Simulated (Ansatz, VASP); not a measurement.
Mo in VASP and in Ansatz

File INCAR:

```
SYSTEM = Mo
PREC = Accurate
ENCUT = 520
EDIFF = 1E-7
ISMEAR = 0
SIGMA = 0.15
LREAL = .False.
LASPH = .True.
NELM = 80
ALGO = Fast
ISIF = 2
LWAVE = .False.
LCHARG = .False.
NBANDS = 13
```

The input KPOINTS:

```
regular mesh
0
Gamma
  24 24 24
  0 0 0
```

File POSCAR:

```
Mo
1.0
   -1.6152766284      1.6152766284      1.4860544981
    1.6152766284     -1.6152766284      1.4860544981
    1.6152766284      1.6152766284     -1.4860544981
Mo
1
Direct
    0.0000000000      0.0000000000      0.0000000000
```

Input for Ansatz:

```yaml
crystal:
  lattice:
    - [-1.6152766284, 1.6152766284, 1.4860544981]
    - [1.6152766284, -1.6152766284, 1.4860544981]
    - [1.6152766284, 1.6152766284, -1.4860544981]
  atoms:
    - { symbol: Mo, position: [0.0, 0.0, 0.0] }
basis:
  ecutwfc: 420
kpoints:
  mp_grid: { grid: [24, 24, 24] }
hamiltonian:
  xc: lda
scf:
  occupations: { method: gaussian, width: 0.15 }
output:
  forces: true
  stress: true
  eigenvalues: true
```

Alike in both runs: task single point; functional LDA; k mesh 24 × 24 × 24; occupations gaussian, width 0.15 eV; no spin polarisation.

|  | VASP | Ansatz |
| --- | --- | --- |
| version | VASP 6.6.1 | Ansatz 0.2.0 |
| potentials or method | VASP PAW LDA potentials, release 64 (Mo_sv), cutoff 520 eV | scalar-relativistic, plane waves, PAW |
| valence electrons in the cell | 14 | 14 |

VASP gave:

| Property | Result |
| --- | --- |
| gap on the k mesh at the Fermi level (eV) | none |
| pressure (GPa) | -6.0 |
| traceless stress, the component that is largest in VASP (GPa) | 16.96 |

Question: Estimate Ansatz's values.

Answer: gap on the k mesh at the Fermi level (eV): none; pressure (GPa): -7.1; traceless stress, the component that is largest in VASP (GPa): 16.96.

LDA's correlation is that of Perdew and Zunger in VASP and of Perdew and Wang (1992) in Ansatz. A gap of «none» marks a metal or a gap that the smearing closes.
